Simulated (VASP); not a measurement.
# Al3N (Fm-3m) in VASP: notebook

Al3N is run at these levels: PBE; tasks: single point.

Program: VASP 6.6.1. These are calculated values, not measurements. Logs are shortened: lines on timing, memory, paths and dates and some standing lists are left out, and cuts for length are marked.

### 1 The cell of the first run

The structure is cubic, space group Fm-3m (No. 225). The conventional cell has a = 6.148 Å, b = 6.148 Å, c = 6.148 Å, α = 90.00°, β = 90.00°, γ = 90.00°. Al (site symmetry -43m) has 10 Al at 2.66 to 3.07 Å and 4 N at 2.66 Å within 3.5 Å. Al (site symmetry m-3m) has 8 Al at 2.66 Å and 6 N at 3.07 Å within 3.5 Å. N (site symmetry m-3m) has 14 Al at 2.66 to 3.07 Å within 3.5 Å.

### 2 Single point, PBE

File INCAR:

```
SYSTEM = Al3N
PREC     = Accurate       ! precision mode
ENCUT    = 600            ! plane-wave cutoff, eV
EDIFF    = 1E-6           ! SCF threshold, eV
ISMEAR   = 0              ! smearing method
SIGMA    = 0.2            ! smearing width, eV
LREAL    = .FALSE.        ! projectors in reciprocal space
LASPH    = .TRUE.         ! aspherical terms in the spheres
NELM     = 120            ! most SCF steps
ALGO     = Normal         ! electronic algorithm
ISIF     = 2              ! what is computed and relaxed
LWAVE    = .FALSE.        ! write WAVECAR
LCHARG   = .TRUE.         ! write CHGCAR
GGA      = PE             ! functional
LELF     = .TRUE.         ! ELF
LVHAR    = .TRUE.       
NBANDS   = 15             ! bands
GGA_COMPAT= .FALSE.
```

File KPOINTS:

```
Automatic mesh
0
G
  5 5 5
  0 0 0
```

File POSCAR:

```
Al3N
1.0
    0.0000000000      3.0739012672      3.0739012672
    3.0739012672      0.0000000000      3.0739012672
    3.0739012672      3.0739012672      0.0000000000
Al N
3 1
Direct
    0.2500000000      0.2500000000      0.2500000000
    0.7500000000      0.7500000000      0.7500000000
    0.0000000000      0.0000000000      0.0000000000
    0.5000000000      0.5000000000      0.5000000000
```

Potentials or basis: VASP PAW PBE potentials, release 64 (Al, N).

The run is started by

```
cat potpaw_PBE.64/Al/POTCAR potpaw_PBE.64/N/POTCAR > POTCAR
mpirun -np 1 vasp_std > vasp.out
```

OUTCAR:

```text
SYSTEM = Al3N
   PREC = Accurate
   ENCUT = 600
   EDIFF = 1E-6
   ISMEAR = 0
   LREAL = .FALSE.
   LASPH = .TRUE.
   NELM = 120
   ISIF = 2
   GGA = PE

 ion  position               nearest neighbor table
   1  0.250  0.250  0.250-   3 2.66   3 2.66   3 2.66   3 2.66   2 3.07   2 3.07   2 3.07   2 3.07
                             2 3.07   2 3.07
   2  0.750  0.750  0.750-   3 2.66   3 2.66   3 2.66   3 2.66   1 3.07   1 3.07   1 3.07   1 3.07
                             1 3.07   1 3.07
   3  0.000  0.000  0.000-   2 2.66   2 2.66   2 2.66   1 2.66   2 2.66   1 2.66   1 2.66   1 2.66

   4  0.500  0.500  0.500-

  LATTYP: Found a face centered cubic cell.
 ALAT       =     6.1478025344

  Lattice vectors:

 A1 = (   0.0000000000,   3.0739012672,   3.0739012672)
 A2 = (   3.0739012672,   0.0000000000,   3.0739012672)
 A3 = (   3.0739012672,   3.0739012672,   0.0000000000)

Analysis of symmetry for initial positions (statically):
=====================================================================
 Subroutine PRICEL returns:
 Original cell was already a primitive cell.

 Routine SETGRP: Setting up the symmetry group for a
 face centered cubic supercell.

 Subroutine GETGRP returns: Found 48 space group operations
[... 9 lines left out ...]

 Routine SETGRP: Setting up the symmetry group for a
 face centered cubic supercell.

 Subroutine GETGRP returns: Found 48 space group operations
[... 11 lines left out ...]
                                     Primitive cell

  volume of cell :      58.0898

  direct lattice vectors                    reciprocal lattice vectors
     0.000000000  3.073901267  3.073901267    -0.162659746  0.162659746  0.162659746
     3.073901267  0.000000000  3.073901267     0.162659746 -0.162659746  0.162659746
     3.073901267  3.073901267  0.000000000     0.162659746  0.162659746 -0.162659746

  length of vectors
     4.347152861  4.347152861  4.347152861     0.281734945  0.281734945  0.281734945

  position of ions in fractional coordinates (direct lattice)
     0.250000000  0.250000000  0.250000000
     0.750000000  0.750000000  0.750000000
     0.000000000  0.000000000  0.000000000
     0.500000000  0.500000000  0.500000000

  ion indices of the primitive-cell ions
   primitive index   ion index
                 1           1
                 2           2
                 3           3
                 4           4

----------------------------------------------------------------------------------------

 KPOINTS: Automatic mesh

Automatic generation of k-mesh.
 Grid dimensions read from file:
 generate k-points for:    5    5    5

 Generating k-lattice:

  Cartesian coordinates                     Fractional coordinates (reciprocal lattice)
    -0.032531949  0.032531949  0.032531949     0.200000000  0.000000000  0.000000000
     0.032531949 -0.032531949  0.032531949     0.000000000  0.200000000  0.000000000
     0.032531949  0.032531949 -0.032531949     0.000000000  0.000000000  0.200000000

  Length of vectors
     0.056346989  0.056346989  0.056346989

  Shift w.r.t. Gamma in fractional coordinates (k-lattice)
     0.000000000  0.000000000  0.000000000

 Subroutine IBZKPT returns following result:
 ===========================================

 Found     10 irreducible k-points:

 Following reciprocal coordinates:
            Coordinates               Weight
  0.000000  0.000000  0.000000      1.000000
  0.200000  0.000000  0.000000      8.000000
  0.400000  0.000000  0.000000      8.000000
  0.200000  0.200000  0.000000      6.000000
  0.400000  0.200000  0.000000     24.000000
 -0.400000  0.200000  0.000000     24.000000
 -0.200000  0.200000  0.000000     12.000000
  0.400000  0.400000  0.000000      6.000000
 -0.400000  0.400000  0.000000     12.000000
 -0.400000  0.400000  0.200000     24.000000
   k-points           NKPTS =     10   k-points in BZ     NKDIM =     10   number of bands    NBANDS=     15
   number of dos      NEDOS =    301   number of ions     NIONS =      4
   total plane-waves  NPLWV =  46656
   dimension x,y,z NGX =    36 NGY =   36 NGZ =   36
   dimension x,y,z NGXF=    72 NGYF=   72 NGZF=   72
   ions per type =               3   1
   NGX,Y,Z   is equivalent  to a cutoff of  13.77, 13.77, 13.77 a.u.
   NGXF,Y,Z  is equivalent  to a cutoff of  27.53, 27.53, 27.53 a.u.
 SYSTEM =  Al3N
   PREC   = accura    normal or accurate (medium, high low for compatibility)
   ISTART =      0    job   : 0-new  1-cont  2-samecut
   ICHARG =      2    charge: 1-file 2-atom 10-const
   ISPIN  =      1    spin polarized calculation?
   LNONCOLLINEAR =      F non collinear calculations
   LSORBIT =      F    spin-orbit coupling
   LASPH  =      T    aspherical Exc in radial PAW
   ENCUT  =  600.0 eV  44.10 Ry    6.64 a.u.   8.68  8.68  8.68*2*pi/ulx,y,z
   NELM   =    120;   NELMIN=  2; NELMDL= -5     # of ELM steps
   EDIFF  = 0.1E-05   stopping-criterion for ELM
   LREAL  =      F    real-space projection
   EDIFFG = 0.1E-04   stopping-criterion for IOM
   NSW    =      0    number of steps for IOM
   IBRION =     -1    ionic relax: 0-MD 1-quasi-New 2-CG
   NFREE  =      0    steps in history (QN), initial steepest desc. (CG)
   ISIF   =      2    stress and relaxation
   ISYM   =      2    0-nonsym 1-usesym 2-fastsym
   POTIM  = 0.5000    time-step for ionic-motion
   TEBEG  =    0.0;   TEEND  =   0.0 temperature during run
   PSTRESS=    0.0 pullay stress
   NELECT =      14.0000    total number of electrons
   NUPDOWN=      -1.0000    fix difference up-down
   EMIN   =  10.00;   EMAX   =-10.00  energy-range for DOS
   EFERMI =   0.00;   METHOD = LEGACY
   ISMEAR =     0;   SIGMA  =   0.20  broadening in eV -4-tet -1-fermi 0-gaus
   EFERMI_NEDOS =   21; number of points for ismear=-14 and -15
   IALGO  =     38    algorithm
   IMIX   =      4    mixing-type and parameters
     AMIX     =   0.40;   BMIX     =  1.00
     AMIX_MAG =   1.60;   BMIX_MAG =  1.00
  volume/ion in A,a.u.               =      14.52        98.00
  Fermi-wavevector in a.u.,A,eV,Ry     =   1.018789  1.925232 14.121910  1.037931
  Thomas-Fermi vector in A             =   2.152266
   LORBIT       =      0    0 simple, 1 ext, 2 COOP (PROOUT), +10 PAW based schemes
   GGA     = PE    functional components
   LHFCALC =     F    Hartree Fock is set to
   AEXX    =    0.0000 exact exchange contribution
   IVDW    =     0    specifies the selected vdW correction
   LEPSILON=     F    determine dielectric tensor
   LRPA    =     F    only Hartree local field effects (RPA)
 non-spin polarized calculation
 Gauss-broadening in eV      SIGMA  =   0.20
  energy-cutoff  :      600.00
  volume of cell :       58.09
 maximum number of plane-waves:      1956
   NGX = 17   NGY = 17   NGZ = 17

 number of electron      14.0000000 magnetization

 Free energy of the ion-electron system (eV)
  ---------------------------------------------------
  ext. energy  EPLUGINS =         0.00000000
  ---------------------------------------------------
  free energy    TOTEN  =       -15.96466303 eV

  energy without entropy =      -15.92812797  energy(sigma->0) =      -15.94639550

 E-fermi :   7.1613     XC(G=0): -10.4017

 val. band max:        7.1396633480   @ k =   0.2000   0.0000   0.0000
 cond. band min:       7.2912144219   @ k =   0.0000   0.0000   0.0000
 fundamental gap:      0.1515510739
 Fermi energy:         7.1612611422

 k-point     1 :       0.0000    0.0000    0.0000
  band No.  band energies     occupation
      1      -7.1252      2.00000
      2      -0.4461      2.00000
      3       4.3256      2.00000
      4       4.3256      2.00000
      5       4.3256      2.00000
      6       7.2912      0.35814
      7       7.2912      0.35814
      8       7.2912      0.35814
      9       8.6497      0.00000
     10       8.6497      0.00000
     11       8.6497      0.00000
     12       9.0582      0.00000
     13      11.7842      0.00000
     14      11.7842      0.00000
     15      12.6891      0.00000

 k-point     2 :       0.2000    0.0000    0.0000
  band No.  band energies     occupation
      1      -6.9288      2.00000
      2      -0.6997      2.00000
      3       3.5290      2.00000
      4       4.1232      2.00000
      5       4.1232      2.00000
      6       6.6071      1.99991
      7       7.1397      1.12138
      8       7.1397      1.12138
      9       8.0738      0.00000
     10       8.6614      0.00000
     11       8.6614      0.00000
     12      11.4974      0.00000
     13      13.1674      0.00000
     14      13.1674      0.00000
     15      14.5363      0.00000

 k-point     3 :       0.4000    0.0000    0.0000
  band No.  band energies     occupation
      1      -6.5598      2.00000
      2      -1.1683      2.00000
      3       2.3432      2.00000
      4       3.9282      2.00000
      5       3.9282      2.00000
      6       6.2904      2.00000
      7       6.2904      2.00000
      8       6.4406      2.00000
      9       8.3792      0.00000
     10      10.1263      0.00000
     11      10.1263      0.00000
     12      12.7142      0.00000
     13      14.3303      0.00000
     14      14.3303      0.00000
     15      16.3656      0.00000
[... 91 lines left out ...]
 k-point     9 :      -0.4000    0.4000    0.0000
  band No.  band energies     occupation
      1      -6.3247      2.00000
      2      -0.0549      2.00000
      3       0.4432      2.00000
      4       2.6812      2.00000
      5       2.6911      2.00000
      6       5.8529      2.00000
      7       7.4228      0.06436
      8       7.8181      0.00000
      9       8.0256      0.00000
     10      11.8089      0.00000
     11      12.2260      0.00000
     12      12.6392      0.00000
     13      15.4799      0.00000
     14      15.7140      0.00000
     15      16.1700      0.00000

 k-point    10 :      -0.4000    0.4000    0.2000
  band No.  band energies     occupation
      1      -6.3644      2.00000
      2      -0.3764      2.00000
      3       1.0646      2.00000
      4       1.5800      2.00000
      5       4.6478      2.00000
      6       5.6106      2.00000
      7       6.5784      1.99996
      8       7.7056      0.00012
      9       8.8752      0.00000
     10       9.8741      0.00000
     11      12.9294      0.00000
     12      13.0208      0.00000
     13      14.4031      0.00000
     14      15.2850      0.00000
     15      15.5003      0.00000

------------------------ aborting loop because EDIFF is reached ----------------------------------------

  FORCE on cell =-STRESS in cart. coord.  units (eV):
  Direction    XX          YY          ZZ          XY          YZ          ZX
  --------------------------------------------------------------------------------------
  -------------------------------------------------------------------------------------
  Total       -0.2642057     -0.2642057     -0.2642057      0.0000000      0.0000000      0.0000000
  in kB       -7.2870720     -7.2870720     -7.2870720      0.0000000      0.0000000      0.0000000
  external PRESSURE =      -7.2870720 kB  Pullay stress =       0.0000000 kB

 VOLUME and BASIS-vectors are now :
 -----------------------------------------------------------------------------
  energy-cutoff  :      600.00
  volume of cell :       58.09
      direct lattice vectors                 reciprocal lattice vectors
     0.000000000  3.073901267  3.073901267    -0.162659746  0.162659746  0.162659746
     3.073901267  0.000000000  3.073901267     0.162659746 -0.162659746  0.162659746
     3.073901267  3.073901267  0.000000000     0.162659746  0.162659746 -0.162659746

 POSITION                                       TOTAL-FORCE (eV/Angst)
 -----------------------------------------------------------------------------------
      1.53695      1.53695      1.53695         0.000000      0.000000      0.000000
      4.61085      4.61085      4.61085        -0.000000     -0.000000     -0.000000
      0.00000      0.00000      0.00000        -0.000000     -0.000000      0.000000
      3.07390      3.07390      3.07390        -0.000000     -0.000000      0.000000
 -----------------------------------------------------------------------------------
    total drift:                                0.000000      0.000000      0.000000

  FREE ENERGIE OF THE ION-ELECTRON SYSTEM (eV)
  ---------------------------------------------------
  free  energy   TOTEN  =       -15.9646630316 eV

  energy  without entropy=      -15.9281279712  energy(sigma->0) =      -15.94639550
```

Wall time 14 s (1 thread of Intel Xeon Platinum 8488C (Sapphire Rapids), shared host); peak memory 0.19 GiB.

Results:

| Property | Result |
| --- | --- |
| Free energy | -15.9647 eV |
| Pressure | -0.7 GPa |
| Band gap on the k mesh | zero (band 7 reaches 7.51 eV, above the bottom of band 8 at 6.44 eV) |

Levels at points of the mesh, in eV from the Fermi level:
```
           k point  band 3  band 4  band 5  band 6  band 7  band 8  band 9  band 10  band 11  band 12
(0.00, 0.00, 0.00)   -2.84   -2.84   -2.84    0.13    0.13    0.13    1.49     1.49     1.49     1.90
```

### 3 Single point, PBE

This run uses another cell than the first one, of 14.35 Å³/atom, 0.988 times its volume.

File INCAR:

```
PREC = Accurate
ENCUT = 600
EDIFF = 1E-6
ISMEAR = 0
SIGMA = 0.2
LREAL = False
LASPH = True
NELM = 120
ALGO = Normal
ISIF = 2
LWAVE = False
LCHARG = False
GGA = PE
NBANDS = 15
GGA_COMPAT = False
```

File KPOINTS:

```
Automatic mesh
0
Gamma
  6 6 6
```

File POSCAR:

```
Al3N
1.0
    0.0000000000      3.0620062300      3.0620062300
    3.0620062300      0.0000000000      3.0620062300
    3.0620062300      3.0620062300      0.0000000000
Al N
3 1
Direct
    0.5000000000      0.5000000000      0.5000000000
    0.2500000000      0.2500000000      0.2500000000
    0.7500000000      0.7500000000      0.7500000000
    0.0000000000      0.0000000000      0.0000000000
```

Potentials or basis: VASP PAW PBE potentials, release 64 (Al, N).

The run is started by

```
cat potpaw_PBE.64/Al/POTCAR potpaw_PBE.64/N/POTCAR > POTCAR
mpirun -np 1 vasp_std > vasp.out
```

Run time: 24 s. Hardware: 1 thread of Intel Xeon Platinum 8488C (Sapphire Rapids), shared host; peak memory 0.19 GiB.

The run converged. Its results:

```yaml
Free_energy: -15.9060 eV
Pressure: 0.6 GPa
Band_gap_on_the_k_mesh: zero (band 7 reaches 8.21 eV, above the bottom of band 8 at 6.53 eV)
```

Levels at points of the mesh, in eV from the Fermi level:
| k point | band 3 | band 4 | band 5 | band 6 | band 7 | band 8 | band 9 | band 10 | band 11 | band 12 |
| --- | --- | --- | --- | --- | --- | --- | --- | --- | --- | --- |
| (0.00, 0.00, 0.00) | -2.91 | -2.91 | -2.91 | 0.05 | 0.05 | 0.05 | 1.45 | 1.45 | 1.45 | 1.90 |
| (0.50, 0.00, 0.00) | -5.05 | -3.33 | -3.33 | -1.08 | -1.08 | -0.81 | 1.45 | 3.30 | 3.30 | 5.33 |
| (0.50, 0.50, 0.00) | -5.79 | -4.80 | -4.80 | -2.94 | 0.87 | 1.21 | 1.21 | 3.73 | 6.60 | 6.60 |
